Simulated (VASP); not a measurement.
# Ge (Cmmm) in VASP: a series of runs, part 2 of 2

VASP 6.6.1.

## 3. Single point, PBEsol

This run uses another cell than the first one, of the same volume but with other edges.

File INCAR:

```
PREC = Accurate
ENCUT = 520
EDIFF = 1E-7
ISMEAR = 0
SIGMA = 0.15
LREAL = False
LASPH = True
NELM = 80
ALGO = Normal
ISIF = 2
LWAVE = False
LCHARG = False
GGA = PS
NBANDS = 13
```

File KPOINTS:

```
regular mesh
0
Gamma
  22 22 20
```

File POSCAR:

```
Ge
1.0
    1.3147675467     -2.4471792497      0.0000000000
    1.3147675467      2.4471792497      0.0000000000
    0.0000000000      0.0000000000      3.0469591023
Ge
1
Direct
    0.5000000000      0.5000000000      0.0000000000
```

Potentials or basis: VASP PAW PBE potentials, release 64 (Ge_d).

Command:

```console
$ cat potpaw_PBE.64/Ge_d/POTCAR > POTCAR
$ mpirun -np 1 vasp_std > vasp.out
```

OUTCAR:

```text
PREC = Accurate
   ENCUT = 520
   EDIFF = 1E-7
   ISMEAR = 0
   LREAL = False
   LASPH = True
   NELM = 80
   ISIF = 2
   GGA = PS

 ion  position               nearest neighbor table
   1  0.500  0.500  0.000-

  LATTYP: Found a base centered orthorhombic cell.
 ALAT       =     2.6295350934
 B/A-ratio  =     1.8613018368
 C/A-ratio  =     1.1587444145

  Lattice vectors:

 A1 = (   1.3147675467,  -2.4471792497,   0.0000000000)
[... 564 lines left out ...]
     12      19.9109      0.00000
     13      21.6166      0.00000

 [... further k-points ...]

------------------------ aborting loop because EDIFF is reached ----------------------------------------

  FORCE on cell =-STRESS in cart. coord.  units (eV):
  Direction    XX          YY          ZZ          XY          YZ          ZX
  --------------------------------------------------------------------------------------
  -------------------------------------------------------------------------------------
  Total        1.0505016      0.6955935     -1.5763852      0.0000000      0.0000000      0.0000000
  in kB       85.8412310     56.8400881   -128.8135530      0.0000000      0.0000000      0.0000000
  external PRESSURE =       4.6225887 kB  Pullay stress =       0.0000000 kB

 VOLUME and BASIS-vectors are now :
 -----------------------------------------------------------------------------
  energy-cutoff  :      520.00
  volume of cell :       19.61
      direct lattice vectors                 reciprocal lattice vectors
     1.314767547 -2.447179250  0.000000000     0.380295362 -0.204316868  0.000000000
     1.314767547  2.447179250  0.000000000     0.380295362  0.204316868  0.000000000
     0.000000000  0.000000000  3.046959102     0.000000000  0.000000000  0.328196069

 POSITION                                       TOTAL-FORCE (eV/Angst)
 -----------------------------------------------------------------------------------
      1.31477      0.00000      0.00000        -0.000000      0.000000      0.000000
 -----------------------------------------------------------------------------------
    total drift:                               -0.000000     -0.000000     -0.000000

  FREE ENERGIE OF THE ION-ELECTRON SYSTEM (eV)
  ---------------------------------------------------
  free  energy   TOTEN  =        -4.5657269686 eV

  energy  without entropy=       -4.5602431553  energy(sigma->0) =       -4.56298506
```

OSZICAR:

```text
N       E                     dE             d eps       ncg     rms          rms(c)
DAV:   1     0.622420087590E+02    0.62242E+02   -0.71284E+03 40850   0.293E+03
DAV:   2     0.102597272119E+01   -0.61216E+02   -0.58363E+02 40371   0.406E+02
DAV:   3    -0.451062805064E+01   -0.55366E+01   -0.55077E+01 43830   0.718E+01
DAV:   4    -0.459032339271E+01   -0.79695E-01   -0.79684E-01 44106   0.938E+00
DAV:   5    -0.459114760967E+01   -0.82422E-03   -0.82421E-03 44681   0.106E+00    0.142E+00
DAV:   6    -0.457289612132E+01    0.18251E-01   -0.12493E-02 48368   0.248E+00    0.767E-01
DAV:   7    -0.456593542260E+01    0.69607E-02   -0.83686E-03 47983   0.164E+00    0.848E-02
DAV:   8    -0.456572770901E+01    0.20771E-03   -0.78245E-04 46068   0.600E-01    0.273E-02
DAV:   9    -0.456572656575E+01    0.11433E-05   -0.15844E-05 45144   0.533E-02    0.774E-03
DAV:  10    -0.456572692632E+01   -0.36056E-06   -0.66840E-07 48881   0.951E-03    0.262E-03
DAV:  11    -0.456572696857E+01   -0.42258E-07   -0.82965E-08 31374   0.481E-03
   1 F= -.45657270E+01 E0= -.45629851E+01  d E =-.548381E-02
```

stdout:

```text
POSCAR found type information on POSCAR Ge
 POSCAR found :  1 types and       1 ions
 scaLAPACK will be used
 -----------------------------------------------------------------------------
|                                                                             |
|                                                                             |
|     You enforced a specific xc type in the INCAR file but a different       |
|     I HOPE YOU KNOW WHAT YOU ARE DOING!                                     |
|                                                                             |
 -----------------------------------------------------------------------------

 LDA part: xc-table for (Slater+PW92), standard interpolation
 POSCAR, INCAR and KPOINTS ok, starting setup
 FFT: planning ... GRIDC
 FFT: planning ... GRID_SOFT
 FFT: planning ... GRID
 WAVECAR not read
 entering main loop
```

Wall time 2.7 min (1 thread of Intel Xeon 6975P-C, shared host); peak memory 0.44 GiB.

What came out:

```
Free energy            : -4.5657 eV
Pressure               : 0.5 GPa
Band gap on the k mesh : zero (band 7 reaches 9.87 eV, above the bottom of band 8 at 3.50 eV)
```

Stress tensor (GPa, compression positive):
```
  8.58   0.00   0.00
  0.00   5.68   0.00
  0.00   0.00 -12.88
```

Caveat: the PAW data sets were made with another functional, which shifts forces and pressure a little.

## 4. Single point, PBEsol

This run uses another cell than the first one, of the same volume but with other edges.

File INCAR:

```
SYSTEM = Ge
PREC     = Accurate       ! precision mode
ENCUT    = 520            ! plane-wave cutoff, eV
EDIFF    = 1E-6           ! SCF threshold, eV
ISMEAR   = 0              ! smearing method
SIGMA    = 0.15           ! smearing width, eV
LREAL    = .False.        ! projectors in reciprocal space
LASPH    = .True.         ! aspherical terms in the spheres
NELM     = 80             ! most SCF steps
ALGO     = Normal         ! electronic algorithm
ISIF     = 2              ! what is computed and relaxed
LWAVE    = .False.        ! write WAVECAR
LCHARG   = .False.        ! write CHGCAR
GGA      = PS             ! functional
NBANDS   = 13             ! bands
```

File KPOINTS:

```
Automatic mesh
0
Gamma
  22 22 20
  0 0 0
```

File POSCAR:

```
Ge
1.0
    1.4365258600     -2.6738082218      0.0000000000
    1.4365258600      2.6738082218      0.0000000000
    0.0000000000      0.0000000000      2.5523350187
Ge
1
Direct
    0.5000000000      0.5000000000      0.0000000000
```

Command:

```console
$ cat potpaw_PBE.64/Ge_d/POTCAR > POTCAR
$ mpirun -np 1 vasp_std > vasp.out
```

It took 2 min on 1 thread of Intel Xeon 6975P-C, shared host; peak memory 0.43 GiB.

The run converged. Its results:

```yaml
Free_energy: -4.6896 eV
Pressure: -3.3 GPa
Band_gap_on_the_k_mesh: zero (band 7 reaches 12.09 eV, above the bottom of band 8 at 2.98 eV)
```

Stress tensor (GPa, compression positive):
```
-7.27  0.00  0.00
 0.00 -8.77  0.00
 0.00  0.00  6.09
```

Levels at points of the mesh, in eV from the Fermi level:
```csv
k point,band 5,band 6,band 7,band 8,band 9,band 10
"(0.00, 0.00, 0.00)",-24.45,-12.91,5.91,7.26,8.89,10.49
"(0.50, 0.00, 0.00)",-24.47,-8.45,-5.38,2.62,6.69,12.30
"(0.50, 0.50, 0.00)",-24.46,-9.22,-5.56,4.24,8.25,11.70
"(0.00, 0.00, 0.50)",-24.44,-8.15,-5.71,9.53,10.88,14.90
"(0.50, 0.00, 0.50)",-24.36,-3.24,-2.19,-1.51,3.70,6.29
"(0.50, 0.50, 0.50)",-24.37,-4.13,-2.76,-1.63,3.36,7.92
```

Caveat: the PAW data sets were made with another functional, which shifts forces and pressure a little.

## 5. The runs side by side

```tsv
cell	gap on the mesh (eV)	pressure (GPa)
a = 3.116, b = 3.116, c = 2.421 Å, angles 90.0, 90.0, 123.5°, 1 atom	none	-0.5
a = 2.778, b = 2.778, c = 3.047 Å, angles 90.0, 90.0, 123.5°, 1 atom	none	0.5
a = 3.035, b = 3.035, c = 2.552 Å, angles 90.0, 90.0, 123.5°, 1 atom	none	-3.3
```

Alike in all rows: task single point; level PBEsol; potentials or basis VASP PAW PBE potentials, release 64 (Ge_d); no spin polarisation; k mesh 22 × 22 × 20; cutoff (eV) 520; smearing gaussian 0.15 eV.

Caveats: the PAW data sets were made with another functional, which shifts forces and pressure a little.

Absolute energies hang on the potentials; compare differences alone.
